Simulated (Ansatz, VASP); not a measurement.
One calculation of Al2Cu, two programs

```xyz
3
Lattice="-1.9015 1.9015 2.7950 1.9015 -1.9015 2.7950 1.9015 1.9015 -2.7950" Properties=species:S:1:pos:R:3 pbc="T T T"
Al    0.0000    1.9015    1.3975
Al    1.9015    0.0000    1.3975
Cu    0.0000    0.0000    2.7950
```

Alike in both runs: task single point; functional PBE; k mesh 14 × 14 × 14; occupations gaussian, width 0.15 eV; no spin polarisation.

|  | VASP | Ansatz |
| --- | --- | --- |
| version | VASP 6.6.1 | Ansatz 0.2.0 |
| potentials or method | VASP PAW PBE potentials, release 64 (Al, Cu), cutoff 520 eV | scalar-relativistic, plane waves, PAW |
| valence electrons in the cell | 17 | 25 |

|  | VASP | Ansatz | Ansatz less VASP |
| --- | --- | --- | --- |
| gap on the k mesh at the Fermi level (eV) | none | none | - |
| pressure (GPa) | 26.0 | 25.7 | -0.30 |
| traceless stress, the component that is largest in VASP (GPa) | -3.35 | -3.36 | -0.010 |

A gap of «none» marks a metal or a gap that the smearing closes. VASP's potentials hold 17 valence electrons a cell and Ansatz's 25, so a difference there can come from the potentials and not from the codes.
